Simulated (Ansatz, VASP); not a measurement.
# Ga3Sb2As in VASP and in Ansatz

Contents of INCAR:

```
SYSTEM = Ga3Sb2As
ALGO = Normal ; EDIFF = 1E-6
ENCUT = 520 ; GGA = PE
ISIF = 2 ; ISMEAR = 0
LASPH = .TRUE. ; LCHARG = .FALSE.
LREAL = .FALSE. ; LWAVE = .FALSE.
NBANDS = 36 ; NELM = 100
PREC = Accurate ; SIGMA = 0.1
```

Contents of KPOINTS:

```
k-points
0
G
  6 6 6
  0 0 0
```

Contents of POSCAR:

```
Ga3Sb2As
1.0
   -2.0191846700      2.0191846700      8.5666750300
    2.0191846700     -2.0191846700      8.5666750300
    2.0191846700      2.0191846700     -8.5666750300
Ga Sb As
3 2 1
Direct
    0.8333333300      0.8333333300      0.0000000000
    0.5000000000      0.5000000000      0.0000000000
    0.1666666700      0.1666666700      0.0000000000
    0.4166666700      0.9166666700      0.5000000000
    0.0833333300      0.5833333300      0.5000000000
    0.7500000000      0.2500000000      0.5000000000
```

Input for Ansatz:

```yaml
crystal:
  lattice:
    - [-2.01918467, 2.01918467, 8.56667503]
    - [2.01918467, -2.01918467, 8.56667503]
    - [2.01918467, 2.01918467, -8.56667503]
  atoms:
    - { symbol: Ga, position: [0.83333333, 0.83333333, 0.0] }
    - { symbol: Ga, position: [0.5, 0.5, 0.0] }
    - { symbol: Ga, position: [0.16666667, 0.16666667, 0.0] }
    - { symbol: Sb, position: [0.41666667, 0.91666667, 0.5] }
    - { symbol: Sb, position: [0.08333333, 0.58333333, 0.5] }
    - { symbol: As, position: [0.75, 0.25, 0.5] }
basis:
  ecutwfc: 420
kpoints:
  mp_grid: { grid: [6, 6, 6] }
hamiltonian:
  xc: pbe
scf:
  occupations: { method: gaussian, width: 0.1 }
  lower_state_search: "off"
output:
  forces: true
  stress: true
  eigenvalues: true
```

Alike in both runs: task single point; functional PBE; k mesh 6 × 6 × 6; occupations gaussian, width 0.1 eV; no spin polarisation.

|  | VASP | Ansatz |
| --- | --- | --- |
| version | VASP 6.6.1 | Ansatz 0.2.0 |
| potentials or method | VASP PAW PBE potentials, release 64 (Ga_d, Sb, As), cutoff 520 eV | scalar-relativistic, plane waves, PAW |
| valence electrons in the cell | 54 | 84 |

```tsv
	VASP	Ansatz	Ansatz less VASP
gap on the k mesh at the Fermi level (eV)	0.67	0.68	+0.012
least direct gap on the mesh (eV)	0.67	0.68	+0.012
pressure (GPa)	14.3	14.1	-0.18
traceless stress, the component that is largest in VASP (GPa)	-0.36	-0.36	+0.004
rms of the force components (eV/Å)	0.541	0.540	-0.0008
```

Atom by atom the forces differ by 0.001 eV/Å (rms over components). VASP's potentials hold 54 valence electrons a cell and Ansatz's 84, so a difference there can come from the potentials and not from the codes.

Spin-orbit coupling is off throughout.
